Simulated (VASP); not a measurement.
Wanted: the native input for a VASP 6.6.1 run.

- Task: single point
- Functional: PBE
- Potentials or basis: VASP PAW PBE potentials, release 64 (Ti_sv, Cu, B)
- Cutoff: 520 eV
- k mesh: 6 × 6 × 6
- Occupations: gaussian, width 0.1 eV
- Spin: no spin polarisation
- Dipole correction: no
- Further INCAR settings: ALGO = Normal; EDIFF = 1e-07; NBANDS = 28

The structure of Ti2CuB2 lies in POSCAR:

```
Ti2CuB2
1.0
    2.0668680700      1.1933068400      3.3654121600
   -2.0668680700      1.1933068400      3.3654121600
    0.0000000000     -2.3866136800      3.3654121600
Ti Cu B
2 1 2
Direct
    0.7813975700      0.7813975700      0.7813975700
    0.2186024300      0.2186024300      0.2186024300
    0.0000000000      0.0000000000      0.0000000000
    0.5680652400      0.5680652400      0.5680652400
    0.4319347600      0.4319347600      0.4319347600
```

The cell was built from a structure type or drawn by symmetry, and may not be a known phase.

These files were run (other wordings do the same):

INCAR

```
PREC = Accurate ; ENCUT = 520
EDIFF = 1E-7 ; ISMEAR = 0
SIGMA = 0.1 ; LREAL = False
LASPH = True ; NELM = 80
ALGO = Normal ; ISIF = 2
LWAVE = False ; LCHARG = True
GGA = PE ; LELF = True
LVHAR = True ; NBANDS = 28
```

KPOINTS

```
Automatic mesh
0
Gamma
  6 6 6
```

Potentials or basis: VASP PAW PBE potentials, release 64 (Ti_sv, Cu, B).

Command:

```console
$ cat potpaw_PBE.64/Ti_sv/POTCAR potpaw_PBE.64/Cu/POTCAR potpaw_PBE.64/B/POTCAR > POTCAR
$ mpirun -np 1 vasp_std > vasp.out
```

Results of the run:

```
Pressure               : 37.3 GPa
Largest force          : 7.641 eV/Å
Band gap on the k mesh : zero (an odd number of electrons rules out a gap without spin polarisation)
```

Caveat: the cell stands under pressure; forces of over 1 eV/Å act on the atoms, so gaps and moduli don't describe the material at rest.

Run time: 77 s on 1 thread of Intel Xeon 8259CL, with other jobs on the host, peak memory 0.2 GiB.
